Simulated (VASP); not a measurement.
Here is a VASP 6.6.1 calculation.

Contents of INCAR:

```
SYSTEM = CaO
PREC = Accurate
ENCUT = 520
EDIFF = 1E-6
ISMEAR = 0
SIGMA = 0.05
LREAL = .False.
LASPH = .True.
NELM = 80
ALGO = Normal
ISIF = 2
LWAVE = .False.
LCHARG = .True.
GGA = PE
LELF = .True.
LVHAR = .True.
NBANDS = 24
```

The input KPOINTS:

```
Automatic mesh
0
Gamma
  9 9 6
  0 0 0
```

Contents of POSCAR:

```
CaO
1.0
    3.5375287837      0.0000000000      0.0000000000
   -1.7687643919      3.8265826665      0.0000000000
    0.0000000000      0.0000000000      4.8717016612
Ca O
2 2
Direct
    0.3333333333      0.6666666667      0.7500000000
    0.6666666667      0.3333333333      0.2500000000
    0.3333333333      0.6666666667      0.2500000000
    0.6666666667      0.3333333333      0.7500000000
```

Potentials or basis: VASP PAW PBE potentials, release 64 (Ca_sv, O).

Launch:

```sh
$ cat potpaw_PBE.64/Ca_sv/POTCAR potpaw_PBE.64/O/POTCAR > POTCAR
$ mpirun -np 1 vasp_std > vasp.out
```

Task: What does it give for the band gap on the k mesh?

Result: 3.29 eV, direct.

Task: What does it give for the pressure?

Result: 3.0 GPa.

Task: Estimate the largest force.

Result: 1.126 eV/Å.

Stress tensor (GPa, compression positive):
```
13.38  0.00  0.00
 0.00 -3.16  0.00
 0.00  0.00 -1.16
```

Caveat: the cell differs from its parent crystal (strain +e along x and -e along y -0.1100, strain +e along z and -e/2 along x and y +0.0133); forces of over 1 eV/Å act on the atoms, so gaps and moduli don't describe the material at rest. A k mesh can miss the band edges.
